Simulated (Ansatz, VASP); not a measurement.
## P in VASP and in Ansatz

```
P
1.0
     0.00000    1.53273    1.53273
     1.53273    0.00000    1.53273
     1.53273    1.53273    0.00000
P
1
Direct
  0.00000 0.00000 0.00000
```

Change from the starting cell: volume scaled by 0.52, LAPW.

Alike in both runs: task single point; functional LDA; k mesh 17 × 17 × 17; occupations fermi-dirac, width 0.1 eV; no spin polarisation.

|  | VASP | Ansatz |
| --- | --- | --- |
| version | VASP 6.6.1 | Ansatz 0.2.0 |
| potentials or method | VASP PAW LDA potentials, release 64 (P), cutoff 520 eV | all-electron LAPW, scalar-relativistic |

|  | VASP | Ansatz | Ansatz less VASP |
| --- | --- | --- | --- |
| pressure (GPa) | 235.4 | 239.7 | +4.29 |

LDA's correlation is that of Perdew and Zunger in VASP and of Perdew and Wang (1992) in Ansatz. Both programs put the cell under a high pressure, so it lies far from rest at this level. Ansatz ran all-electron here, and VASP with PAW potentials.

Noted on VASP's run: the cell as given lies far from equilibrium.
